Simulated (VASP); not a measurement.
Input of a VASP 6.6.1 run:

File INCAR:

```
ALGO = Normal
DIPOL = 0.5 0.5 0.500
EDIFF = 1E-6
ENCUT = 520
GGA = PE
IDIPOL = 3
ISIF = 2
ISMEAR = 0
LASPH = True
LCHARG = True
LDIPOL = True
LELF = True
LREAL = False
LVACPOTAV = True
LVHAR = True
LWAVE = False
NBANDS = 21
NELM = 100
PREC = Accurate
SIGMA = 0.1
```

File KPOINTS:

```
k-points
0
Gamma
  12 12 1
```

POSCAR

```
Ge
1.0
    3.7910000000      0.0000000000      0.0000000000
   -1.8955000000      3.2831023057      0.0000000000
    0.0000000000      0.0000000000     28.0000000000
Ge
2
Direct
    0.3333333333      0.6666666667      0.5000000000
    0.6666666667      0.3333333333      0.5000000000
```

Potentials or basis: VASP PAW PBE potentials, release 64 (Ge_d).

The run is started by

```bash
$ cat potpaw_PBE.64/Ge_d/POTCAR > POTCAR
$ mpirun -np 1 vasp_std > vasp.out
```

Q: What does it give for the band gap on the k mesh?

A: Zero (filled and empty bands touch).
